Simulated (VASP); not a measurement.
Here is a VASP 6.6.1 calculation.

INCAR

```
SYSTEM = HfC
ALGO     = Normal         ! electronic algorithm
EDIFF    = 1E-7           ! SCF threshold, eV
ENCUT    = 520            ! plane-wave cutoff, eV
GGA      = PS             ! functional
ISIF     = 2              ! what is computed and relaxed
ISMEAR   = 0              ! smearing method
LASPH    = .TRUE.         ! aspherical terms in the spheres
LCHARG   = .FALSE.        ! write CHGCAR
LREAL    = .FALSE.        ! projectors in reciprocal space
LWAVE    = .FALSE.        ! write WAVECAR
NBANDS   = 14             ! bands
NELM     = 60             ! most SCF steps
PREC     = Accurate       ! precision mode
SIGMA    = 0.1            ! smearing width, eV
```

KPOINTS

```
k-points
0
G
  16 16 16
  0 0 0
```

File POSCAR:

```
HfC
1.0
    0.0000000000      2.3780228129      2.3780228129
    2.3780228129      0.0000000000      2.3780228129
    2.3780228129      2.3780228129      0.0000000000
Hf C
1 1
Direct
    0.5000000000      0.5000000000      0.5000000000
    0.0000000000      0.0000000000      0.0000000000
```

Potentials or basis: VASP PAW PBE potentials, release 64 (Hf_pv, C).

Launch:

```sh
$ cat potpaw_PBE.64/Hf_pv/POTCAR potpaw_PBE.64/C/POTCAR > POTCAR
$ mpirun -np 1 vasp_std > vasp.out
```

Estimate the band gap on the k mesh.

zero (bands 7 and 8 overlap by 1.40 eV).

What does it give for the pressure?

-20.2 GPa.

Caveat: the cell stands under tension; the PAW data sets were made with another functional, which shifts forces and pressure a little; spin-orbit coupling is left out, which moves the levels of the heavy elements.
